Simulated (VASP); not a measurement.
**AlNi: single point with PBE**

AlNi:

```
CELL_PARAMETERS angstrom
2.88100 0.00000 0.00000
0.00000 2.88100 0.00000
0.00000 0.00000 2.88100
ATOMIC_POSITIONS crystal
Ni 0.50000 0.50000 0.50000
Al 0.00000 0.00000 0.00000
```

```
Program                : VASP 6.6.1
Task                   : single point
Functional             : PBE
Potentials or basis    : VASP PAW PBE potentials, release 64 (Ni, Al)
Cutoff                 : 520 eV
k mesh                 : 9 × 9 × 9
Occupations            : gaussian, width 0.016 eV
Spin                   : collinear spin, ferromagnetic start
Starting moments       : [1.0, 0.0] μB
Dipole correction      : no
Further INCAR settings : ALGO = Fast; EDIFF = 1e-06; NBANDS = 18
```

The pressure is 1.8 GPa. The net moment is 0.00 μB per cell and the valence electrons inside the program's atomic spheres are Ni 9.46; Al 0.80.

Levels at points of the mesh, in eV from the Fermi level:
Spin up:
```tsv
k point	band 3	band 4	band 5	band 6	band 7	band 8	band 9	band 10
(0.00, 0.00, 0.00)	-3.26	-1.58	-1.58	-1.58	5.48	5.48	5.48	8.10
```
Spin down:
```
           k point  band 4  band 5  band 6  band 7  band 8  band 9
(0.00, 0.00, 0.00)   -1.58   -1.58   -1.58    5.48    5.48    5.48
```

It took 41 s on 1 thread of Intel Xeon 8259CL (shared host), peak memory 0.16 GiB.
